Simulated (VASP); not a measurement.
Write the native input for VASP 6.6.1 that does the following.

```yaml
Task: single point
Functional: r2SCAN
Potentials_or_basis: VASP PAW PBE potentials, release 64 (Ti_sv)
Cutoff: 520 eV
k_mesh: 26 × 26 × 26
Occupations: gaussian, width 0.15 eV
Spin: no spin polarisation
Dipole_correction: no
Further_INCAR_settings: ALGO = Normal; EDIFF = 1e-06; NBANDS = 12
```

Ti:

```
Ti
1.0
     0.00000    2.05515    2.10653
     2.05515    0.00000    2.10653
     2.05515    2.05515    0.00000
Ti
1
Direct
  0.00000 0.00000 0.00000
```

This cell differs from its parent crystal: strain +0.000 along x and y, +0.025 along z.

The input as run:

POSCAR

```
Ti
1.0
    0.0000000000      2.0551516167      2.1065304071
    2.0551516167      0.0000000000      2.1065304071
    2.0551516167      2.0551516167      0.0000000000
Ti
1
Direct
    0.0000000000      0.0000000000      0.0000000000
```

INCAR.step1

```
PREC = Accurate
ENCUT = 520
ISMEAR = 0
SIGMA = 0.15
LREAL = F
LASPH = T
NELM = 80
NBANDS = 12
GGA = PE
ALGO = Normal
EDIFF = 1E-4
LWAVE = T
LCHARG = F
```

INCAR.step2

```
PREC = Accurate
ENCUT = 520
EDIFF = 1E-6
ISMEAR = 0
SIGMA = 0.15
LREAL = F
LASPH = T
NELM = 80
ALGO = Normal
ISIF = 2
LWAVE = F
LCHARG = F
METAGGA = R2SCAN
LMIXTAU = T
NBANDS = 12
ISTART = 1
```

KPOINTS

```
Automatic mesh
0
Gamma
  26 26 26
```

Potentials or basis: VASP PAW PBE potentials, release 64 (Ti_sv).

Command:

```bash
$ cat potpaw_PBE.64/Ti_sv/POTCAR > POTCAR
$ cp INCAR.step1 INCAR
$ mpirun -np 1 vasp_std > vasp.out
$ cp INCAR.step2 INCAR
$ mpirun -np 1 vasp_std > vasp.out
```

Results of the run:

The pressure is -2.3 GPa and the band gap on the k mesh is zero (bands 6 and 7 overlap by 1.40 eV).

Caveat: the cell differs from its parent crystal (strain +0.000 along x and y, +0.025 along z); the PAW data sets were made with another functional, which shifts forces and pressure a little.

Run time: 18 min on 1 thread of Intel Xeon 8259CL, on a shared host, peak memory 0.38 GiB.
